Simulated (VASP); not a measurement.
# SnO2 (Cassiterite) (P4_2/mnm) in VASP: notebook

Aim: see how the results for SnO2 (Cassiterite) move with the level of theory and the settings. Levels: LDA, PBE. Tasks: single point.

All numbers are computed with VASP 6.6.1; they aren't measurements. Logs are shortened: lines on timing, memory, paths and dates and some standing lists are left out, and cuts for length are marked.

## Step 1: The cell of the first run

It takes space group P4_2/mnm (No. 136, tetragonal). Conventional cell: a = 4.722 Å, b = 4.722 Å, c = 3.190 Å, α = 90.00°, β = 90.00°, γ = 90.00°. Sn (site symmetry mmm) has 6 O at 2.04 to 2.05 Å within 2.7 Å. Within 2.7 Å of O (site symmetry m2m) lie 3 Sn at 2.04 to 2.05 Å and 1 O at 2.59 Å.

## Step 2: Single point, LDA

Contents of INCAR:

```
ALGO     = Normal         # electronic algorithm
EDIFF    = 1E-6           # SCF threshold, eV
ENCUT    = 520            # plane-wave cutoff, eV
ISIF     = 2              # what is computed and relaxed
ISMEAR   = -1             # smearing method
LASPH    = T              # aspherical terms in the spheres
LCHARG   = F              # write CHGCAR
LREAL    = F              # projectors in reciprocal space
LWAVE    = F              # write WAVECAR
NBANDS   = 35             # bands
NELM     = 100            # most SCF steps
PREC     = Accurate       # precision mode
SIGMA    = 0.02           # smearing width, eV
```

Contents of KPOINTS:

```
k-points
0
Gamma
  6 6 8
```

Contents of POSCAR:

```
SnO2
1.0
    4.7223261298      0.0000000000      0.0000000000
    0.0000000000      4.7223261298      0.0000000000
    0.0000000000      0.0000000000      3.1904150131
Sn O
2 4
Direct
    0.0000000000      0.0000000000      0.0000000000
    0.5000000000      0.5000000000      0.5000000000
    0.3060634148      0.3060634148      0.0000000000
    0.1939365852      0.8060634148      0.5000000000
    0.6939365852      0.6939365852      0.0000000000
    0.8060634148      0.1939365852      0.5000000000
```

Potentials or basis: VASP PAW LDA potentials, release 64 (Sn_d, O).

Command:

```bash
$ cat potpaw_LDA.64/Sn_d/POTCAR potpaw_LDA.64/O/POTCAR > POTCAR
$ mpirun -np 1 vasp_std > vasp.out
```

OUTCAR:

```text
EDIFF = 1E-6
   ENCUT = 520
   ISIF = 2
   ISMEAR = -1
   LASPH = T
   LREAL = F
   NELM = 100
   PREC = Accurate

 ion  position               nearest neighbor table
   1  0.000  0.000  0.000-   3 2.04   5 2.04   4 2.05   6 2.05   4 2.05   6 2.05   2 3.70   2 3.70
                             2 3.70   2 3.70   2 3.70   2 3.70   2 3.70   2 3.70
   2  0.500  0.500  0.500-   4 2.04   6 2.04   5 2.05   3 2.05   3 2.05   5 2.05   1 3.70   1 3.70
                             1 3.70   1 3.70   1 3.70   1 3.70   1 3.70   1 3.70
   3  0.306  0.306  0.000-   1 2.04   2 2.05   2 2.05
   4  0.194  0.806  0.500-   2 2.04   1 2.05   1 2.05
   5  0.694  0.694  0.000-   1 2.04   2 2.05   2 2.05
   6  0.806  0.194  0.500-   2 2.04   1 2.05   1 2.05

  LATTYP: Found a simple tetragonal cell.
 ALAT       =     4.7223261298
 C/A-ratio  =     0.6756024310

  Lattice vectors:

 A1 = (   4.7223261298,   0.0000000000,   0.0000000000)
 A2 = (   0.0000000000,   4.7223261298,   0.0000000000)
 A3 = (   0.0000000000,   0.0000000000,   3.1904150131)

Analysis of symmetry for initial positions (statically):
=====================================================================
 Subroutine PRICEL returns:
 Original cell was already a primitive cell.

 Routine SETGRP: Setting up the symmetry group for a
 simple tetragonal supercell.

 Subroutine GETGRP returns: Found 16 space group operations
 (whereof  8 operations were pure point group operations)
 out of a pool of 16 trial point group operations.

The static configuration has the point symmetry D_2h.
 The point group associated with its full space group is D_4h.

Analysis of symmetry for dynamics (positions and initial velocities):
=====================================================================
 Subroutine PRICEL returns:
 Original cell was already a primitive cell.

 Routine SETGRP: Setting up the symmetry group for a
 simple tetragonal supercell.

 Subroutine GETGRP returns: Found 16 space group operations
 (whereof  8 operations were pure point group operations)
 out of a pool of 16 trial point group operations.

The dynamic configuration has the point symmetry D_2h.
 The point group associated with its full space group is D_4h.

 Subroutine INISYM returns: Found 16 space group operations
 (whereof  8 operations are pure point group operations),
 and found     1 'primitive' translations

----------------------------------------------------------------------------------------

                                     Primitive cell

  volume of cell :      71.1474

  direct lattice vectors                    reciprocal lattice vectors
     4.722326130  0.000000000  0.000000000     0.211760046  0.000000000  0.000000000
     0.000000000  4.722326130  0.000000000     0.000000000  0.211760046  0.000000000
     0.000000000  0.000000000  3.190415013     0.000000000  0.000000000  0.313438846

  length of vectors
     4.722326130  4.722326130  3.190415013     0.211760046  0.211760046  0.313438846

  position of ions in fractional coordinates (direct lattice)
     0.000000000  0.000000000  0.000000000
     0.500000000  0.500000000  0.500000000
     0.306063415  0.306063415  0.000000000
     0.193936585  0.806063415  0.500000000
     0.693936585  0.693936585  0.000000000
     0.806063415  0.193936585  0.500000000

  ion indices of the primitive-cell ions
   primitive index   ion index
                 1           1
                 2           2
                 3           3
                 4           4
                 5           5
                 6           6

----------------------------------------------------------------------------------------

 KPOINTS: k-points

Automatic generation of k-mesh.
 Grid dimensions read from file:
 generate k-points for:    6    6    8

 Generating k-lattice:

  Cartesian coordinates                     Fractional coordinates (reciprocal lattice)
     0.035293341  0.000000000  0.000000000     0.166666667  0.000000000  0.000000000
     0.000000000  0.035293341  0.000000000     0.000000000  0.166666667  0.000000000
     0.000000000  0.000000000  0.039179856     0.000000000  0.000000000  0.125000000

  Length of vectors
     0.035293341  0.035293341  0.039179856

  Shift w.r.t. Gamma in fractional coordinates (k-lattice)
     0.000000000  0.000000000  0.000000000

 Subroutine IBZKPT returns following result:
 ===========================================

 Found     50 irreducible k-points:

 Following reciprocal coordinates:
            Coordinates               Weight
  0.000000  0.000000  0.000000      1.000000
  0.166667  0.000000  0.000000      4.000000
  0.333333  0.000000  0.000000      4.000000
  0.500000  0.000000  0.000000      2.000000
  0.166667  0.166667  0.000000      4.000000
  0.333333  0.166667  0.000000      8.000000
[... 16 lines left out ...]
  0.333333  0.000000  0.250000      8.000000
  0.500000  0.000000  0.250000      4.000000
 [... further k-points ...]
   k-points           NKPTS =     50   k-points in BZ     NKDIM =     50   number of bands    NBANDS=     35
   number of dos      NEDOS =    301   number of ions     NIONS =      6
   total plane-waves  NPLWV =  31104
   dimension x,y,z NGX =    36 NGY =   36 NGZ =   24
   dimension x,y,z NGXF=    72 NGYF=   72 NGZF=   48
   ions per type =               2   4
   NGX,Y,Z   is equivalent  to a cutoff of  12.67, 12.67, 12.51 a.u.
   NGXF,Y,Z  is equivalent  to a cutoff of  25.35, 25.35, 25.01 a.u.
 SYSTEM =  unknown system
   PREC   = accura    normal or accurate (medium, high low for compatibility)
   ISTART =      0    job   : 0-new  1-cont  2-samecut
   ICHARG =      2    charge: 1-file 2-atom 10-const
   ISPIN  =      1    spin polarized calculation?
   LNONCOLLINEAR =      F non collinear calculations
   LSORBIT =      F    spin-orbit coupling
   LASPH  =      T    aspherical Exc in radial PAW
   ENCUT  =  520.0 eV  38.22 Ry    6.18 a.u.   8.78  8.78  5.93*2*pi/ulx,y,z
   NELM   =    100;   NELMIN=  2; NELMDL= -5     # of ELM steps
   EDIFF  = 0.1E-05   stopping-criterion for ELM
   LREAL  =      F    real-space projection
   EDIFFG = 0.1E-04   stopping-criterion for IOM
   NSW    =      0    number of steps for IOM
   IBRION =     -1    ionic relax: 0-MD 1-quasi-New 2-CG
   NFREE  =      0    steps in history (QN), initial steepest desc. (CG)
   ISIF   =      2    stress and relaxation
   ISYM   =      2    0-nonsym 1-usesym 2-fastsym
   POTIM  = 0.5000    time-step for ionic-motion
   TEBEG  =    0.0;   TEEND  =   0.0 temperature during run
   PSTRESS=    0.0 pullay stress
   NELECT =      52.0000    total number of electrons
   NUPDOWN=      -1.0000    fix difference up-down
   EMIN   =  10.00;   EMAX   =-10.00  energy-range for DOS
   EFERMI =   0.00;   METHOD = LEGACY
   ISMEAR =    -1;   SIGMA  =   0.02  broadening in eV -4-tet -1-fermi 0-gaus
   EFERMI_NEDOS =   21; number of points for ismear=-14 and -15
   IALGO  =     38    algorithm
   IMIX   =      4    mixing-type and parameters
     AMIX     =   0.40;   BMIX     =  1.00
     AMIX_MAG =   1.60;   BMIX_MAG =  1.00
  volume/ion in A,a.u.               =      11.86        80.02
  Fermi-wavevector in a.u.,A,eV,Ry     =   1.474652  2.786688 29.587212  2.174599
  Thomas-Fermi vector in A             =   2.589397
   LORBIT       =      0    0 simple, 1 ext, 2 COOP (PROOUT), +10 PAW based schemes
   GGA     = CA    functional components
   LHFCALC =     F    Hartree Fock is set to
   AEXX    =    0.0000 exact exchange contribution
   IVDW    =     0    specifies the selected vdW correction
   LEPSILON=     F    determine dielectric tensor
   LRPA    =     F    only Hartree local field effects (RPA)
 non-spin polarized calculation
  energy-cutoff  :      520.00
  volume of cell :       71.15
 maximum number of plane-waves:      1944
 NGX is ok and might be reduce to    36
   NGX = 17   NGY = 17   NGZ = 11

 number of electron      51.9999987 magnetization

 Free energy of the ion-electron system (eV)
  ---------------------------------------------------
  ext. energy  EPLUGINS =         0.00000000
  ---------------------------------------------------
  free energy    TOTEN  =       -42.27988628 eV

  energy without entropy =      -42.27988628  energy(sigma->0) =      -42.27988628

 E-fermi :   6.3774     XC(G=0): -11.8311

 val. band max:        5.9346626324   @ k =   0.0000   0.0000   0.0000
 cond. band min:       7.1307229305   @ k =   0.0000   0.0000   0.0000
 fundamental gap:      1.1960602980
 Fermi energy:         6.3774348232

 k-point     1 :       0.0000    0.0000    0.0000
  band No.  band energies     occupation
      1     -15.0833      2.00000
      2     -14.3029      2.00000
      3     -14.0284      2.00000
      4     -14.0093      2.00000
      5     -14.0093      2.00000
      6     -13.9317      2.00000
[... 27 lines left out ...]
     34      17.9055      0.00000
     35      18.3171      0.00000

 k-point     2 :       0.1667    0.0000    0.0000
  band No.  band energies     occupation
      1     -15.0404      2.00000
      2     -14.3518      2.00000
      3     -14.0280      2.00000
      4     -14.0072      2.00000
      5     -14.0071      2.00000
      6     -13.9669      2.00000
[... 27 lines left out ...]
     34      17.8902      0.00000
     35      18.2725      0.00000

 k-point     3 :       0.3333    0.0000    0.0000
  band No.  band energies     occupation
      1     -14.9158      2.00000
      2     -14.5110      2.00000
      3     -14.0268      2.00000
      4     -14.0093      2.00000
      5     -14.0030      2.00000
      6     -14.0028      2.00000
[... 27 lines left out ...]
     34      17.9487      0.00000
     35      18.2121      0.00000
[... 723 lines left out ...]
 k-point    23 :       0.3333    0.0000    0.2500
  band No.  band energies     occupation
      1     -14.7995      2.00000
      2     -14.6498      2.00000
      3     -14.3091      2.00000
      4     -14.0889      2.00000
      5     -13.9120      2.00000
      6     -13.9047      2.00000
[... 27 lines left out ...]
     34      17.9191      0.00000
     35      18.1571      0.00000

 k-point    24 :       0.5000    0.0000    0.2500
  band No.  band energies     occupation
      1     -14.7464      2.00000
      2     -14.7464      2.00000
      3     -14.1852      2.00000
      4     -14.1852      2.00000
      5     -13.9064      2.00000
      6     -13.9064      2.00000
[... 27 lines left out ...]
     34      18.1241      0.00000
     35      18.3079      0.00000

 [... further k-points ...]

------------------------ aborting loop because EDIFF is reached ----------------------------------------

  FORCE on cell =-STRESS in cart. coord.  units (eV):
  Direction    XX          YY          ZZ          XY          YZ          ZX
  --------------------------------------------------------------------------------------
  -------------------------------------------------------------------------------------
  Total        0.4128602      0.4128602      0.6156675      0.0000000      0.0000000      0.0000000
  in kB        9.2972488      9.2972488     13.8642914      0.0000000      0.0000000      0.0000000
  external PRESSURE =      10.8195963 kB  Pullay stress =       0.0000000 kB

 VOLUME and BASIS-vectors are now :
 -----------------------------------------------------------------------------
  energy-cutoff  :      520.00
  volume of cell :       71.15
      direct lattice vectors                 reciprocal lattice vectors
     4.722326130  0.000000000  0.000000000     0.211760046  0.000000000  0.000000000
     0.000000000  4.722326130  0.000000000     0.000000000  0.211760046  0.000000000
     0.000000000  0.000000000  3.190415013     0.000000000  0.000000000  0.313438846

 POSITION                                       TOTAL-FORCE (eV/Angst)
 -----------------------------------------------------------------------------------
      0.00000      0.00000      0.00000         0.000000      0.000000      0.000000
      2.36116      2.36116      1.59521         0.000000      0.000000      0.000000
      1.44533      1.44533      0.00000        -0.014281     -0.014281     -0.000000
      0.91583      3.80649      1.59521         0.014281     -0.014281      0.000000
      3.27699      3.27699      0.00000         0.014281      0.014281      0.000000
      3.80649      0.91583      1.59521        -0.014281      0.014281      0.000000
 -----------------------------------------------------------------------------------
    total drift:                                0.000000      0.000000      0.000000

  FREE ENERGIE OF THE ION-ELECTRON SYSTEM (eV)
  ---------------------------------------------------
  free  energy   TOTEN  =       -42.2798862772 eV

  energy  without entropy=      -42.2798862772  energy(sigma->0) =      -42.27988628
```

Run time: 92 s. Hardware: 1 thread of Intel Xeon Platinum 8259CL at 2.50GHz (Skylake/Cascade Lake), shared host; peak memory 0.22 GiB.

What came out:

```yaml
Free_energy: -42.2799 eV
Pressure: 1.1 GPa
Largest_force: 0.020 eV/Å
Band_gap_on_the_k_mesh: 1.20 eV, direct
```

Forces in eV/Å, atoms in the order of the input:
```
Sn   0.000  0.000  0.000
Sn   0.000  0.000  0.000
O   -0.014 -0.014  0.000
O    0.014 -0.014  0.000
O    0.014  0.014  0.000
O   -0.014  0.014  0.000
```

Levels at points of the mesh, in eV from the valence-band top:
```tsv
k point	band 22	band 23	band 24	band 25	band 26	band 27	band 28	band 29	band 30	band 31
(0.00, 0.00, 0.00)	-1.28	-1.28	-0.81	-0.81	0.00	1.20	5.96	6.08	6.08	10.11
(0.50, 0.00, 0.00)	-2.03	-1.24	-1.24	-0.65	-0.65	4.36	4.36	6.83	6.83	10.83
(0.50, 0.50, 0.00)	-2.07	-1.36	-1.36	-0.92	-0.92	4.74	4.74	7.32	7.32	10.84
(0.00, 0.00, 0.50)	-2.71	-1.73	-1.73	-1.29	-1.29	6.07	6.07	9.54	9.54	10.40
(0.50, 0.00, 0.50)	-1.79	-1.14	-1.14	-0.72	-0.72	6.36	6.36	7.90	7.90	10.76
(0.50, 0.50, 0.50)	-2.44	-0.99	-0.99	-0.85	-0.85	4.73	4.73	8.64	8.64	10.77
```

Caveat: spin-orbit coupling is left out, which moves the levels of the heavy elements.

## Step 3: Single point, PBE

This run uses another cell than the first one, of 12.09 Å³/atom, 1.019 times its volume.

Contents of INCAR:

```
SYSTEM = SnO2
ALGO = Normal ; EDIFF = 1E-6
ENCUT = 520 ; GGA = PE
ISIF = 2 ; ISMEAR = -1
LASPH = .True. ; LCHARG = .False.
LREAL = .False. ; LWAVE = .False.
NBANDS = 35 ; NELM = 100
PREC = Accurate ; SIGMA = 0.02
```

Contents of KPOINTS:

```
k-points
0
Gamma
  6 6 8
  0 0 0
```

Contents of POSCAR:

```
SnO2
1.0
    4.7604949007      0.0000000000      0.0000000000
    0.0000000000      4.7604949007      0.0000000000
    0.0000000000      0.0000000000      3.2001628118
Sn O
2 4
Direct
    0.0000000000      0.0000000000      0.0000000000
    0.5000000000      0.5000000000      0.5000000000
    0.3058809150      0.3058809150      0.0000000000
    0.1941190850      0.8058809150      0.5000000000
    0.6941190850      0.6941190850      0.0000000000
    0.8058809150      0.1941190850      0.5000000000
```

Potentials or basis: VASP PAW PBE potentials, release 64 (Sn_d, O).

Command:

```bash
$ cat potpaw_PBE.64/Sn_d/POTCAR potpaw_PBE.64/O/POTCAR > POTCAR
$ mpirun -np 1 vasp_std > vasp.out
```

It took 92 s on 1 thread of Intel Xeon Platinum 8259CL at 2.50GHz (Skylake/Cascade Lake), shared host; peak memory 0.23 GiB.

Results (log left out):

* Free energy: -37.2284 eV
* Pressure: 8.4 GPa
* Largest force: 0.047 eV/Å
* Band gap on the k mesh: 1.09 eV, direct

Forces in eV/Å, atoms in the order of the input:
```
Sn   0.000  0.000  0.000
Sn   0.000  0.000  0.000
O   -0.033 -0.033  0.000
O    0.033 -0.033  0.000
O    0.033  0.033  0.000
O   -0.033  0.033  0.000
```

Stress tensor (GPa, compression positive):
```
7.74 0.00 0.00
0.00 7.74 0.00
0.00 0.00 9.73
```

Levels at points of the mesh, in eV from the valence-band top:
| k point | band 23 | band 24 | band 25 | band 26 | band 27 | band 28 | band 29 | band 30 |
| --- | --- | --- | --- | --- | --- | --- | --- | --- |
| (0.00, 0.00, 0.00) | -1.24 | -0.77 | -0.77 | 0.00 | 1.09 | 6.07 | 6.26 | 6.26 |
| (0.50, 0.00, 0.00) | -1.20 | -1.20 | -0.63 | -0.63 | 4.29 | 4.29 | 7.03 | 7.03 |
| (0.50, 0.50, 0.00) | -1.32 | -1.32 | -0.89 | -0.89 | 4.71 | 4.71 | 7.44 | 7.44 |
| (0.00, 0.00, 0.50) | -1.63 | -1.63 | -1.24 | -1.24 | 6.03 | 6.03 | 9.65 | 9.65 |
| (0.50, 0.00, 0.50) | -1.08 | -1.08 | -0.72 | -0.72 | 6.30 | 6.30 | 7.94 | 7.94 |
| (0.50, 0.50, 0.50) | -0.95 | -0.95 | -0.82 | -0.82 | 4.71 | 4.71 | 8.85 | 8.85 |

Caveat: spin-orbit coupling is left out, which moves the levels of the heavy elements.

## Step 4: Single point, LDA

This run uses another cell than the first one, of 12.09 Å³/atom, 1.019 times its volume.

Contents of INCAR:

```
PREC     = Accurate       # precision mode
ENCUT    = 520            # plane-wave cutoff, eV
EDIFF    = 1E-6           # SCF threshold, eV
ISMEAR   = 0              # smearing method
SIGMA    = 0.01           # smearing width, eV
LREAL    = False          # projectors in reciprocal space
LASPH    = True           # aspherical terms in the spheres
NELM     = 100            # most SCF steps
ALGO     = Normal         # electronic algorithm
ISIF     = 2              # what is computed and relaxed
LWAVE    = False          # write WAVECAR
LCHARG   = True           # write CHGCAR
LELF     = True           # ELF
LVHAR    = True         
NBANDS   = 35             # bands
```

Contents of KPOINTS:

```
regular mesh
0
Gamma
  6 6 8
```

POSCAR is that of step 3.

Potentials or basis: VASP PAW LDA potentials, release 64 (Sn_d, O).

Command:

```bash
$ cat potpaw_LDA.64/Sn_d/POTCAR potpaw_LDA.64/O/POTCAR > POTCAR
$ mpirun -np 1 vasp_std > vasp.out
```

Run time: 86 s. Hardware: 1 thread of Intel Xeon Platinum 8259CL at 2.50GHz (Skylake/Cascade Lake), shared host; peak memory 0.22 GiB.

Results (log left out):

| Property | Result |
| --- | --- |
| Free energy | -42.2735 eV |
| Pressure | -2.8 GPa |
| Largest force | 0.055 eV/Å |
| Band gap on the k mesh | 0.98 eV, direct |

Forces in eV/Å, atoms in the order of the input:
```
Sn   0.000  0.000  0.000
Sn   0.000  0.000  0.000
O    0.039  0.039  0.000
O   -0.039  0.039  0.000
O   -0.039 -0.039  0.000
O    0.039 -0.039  0.000
```

Stress tensor (GPa, compression positive):
```
-2.93  0.00  0.00
 0.00 -2.93  0.00
 0.00  0.00 -2.54
```

Levels at points of the mesh, in eV from the valence-band top:
| k point | band 24 | band 25 | band 26 | band 27 | band 28 | band 29 |
| --- | --- | --- | --- | --- | --- | --- |
| (0.00, 0.00, 0.00) | -0.80 | -0.80 | 0.00 | 0.98 | 5.84 | 6.00 |
| (0.50, 0.00, 0.00) | -1.24 | -0.65 | -0.65 | 4.15 | 4.15 | 6.76 |
| (0.50, 0.50, 0.00) | -1.36 | -0.91 | -0.91 | 4.55 | 4.55 | 7.21 |
| (0.00, 0.00, 0.50) | -1.68 | -1.26 | -1.26 | 5.85 | 5.85 | 9.38 |
| (0.50, 0.00, 0.50) | -1.11 | -0.75 | -0.75 | 6.12 | 6.12 | 7.71 |
| (0.50, 0.50, 0.50) | -0.98 | -0.84 | -0.84 | 4.52 | 4.52 | 8.55 |

Caveat: spin-orbit coupling is left out, which moves the levels of the heavy elements.

## Step 5: The runs side by side

```tsv
level	potentials or basis	cell	smearing	gap on the mesh (eV)	pressure (GPa)	largest force (eV/Å)
LDA	VASP PAW LDA potentials, release 64 (Sn_d, O)	a = 4.722, b = 4.722, c = 3.190 Å, 6 atoms	fermi-dirac 0.02 eV	1.20	1.1	0.02
PBE	VASP PAW PBE potentials, release 64 (Sn_d, O)	a = 4.760, b = 4.760, c = 3.200 Å, 6 atoms	fermi-dirac 0.02 eV	1.09	8.4	0.05
LDA	VASP PAW LDA potentials, release 64 (Sn_d, O)	a = 4.760, b = 4.760, c = 3.200 Å, 6 atoms	gaussian 0.01 eV	0.98	-2.8	0.05
```

Alike in all rows: task single point; no spin polarisation; k mesh 6 × 6 × 8; cutoff (eV) 520.

Caveats: spin-orbit coupling is left out, which moves the levels of the heavy elements.

Absolute energies hang on the potentials; compare differences alone.
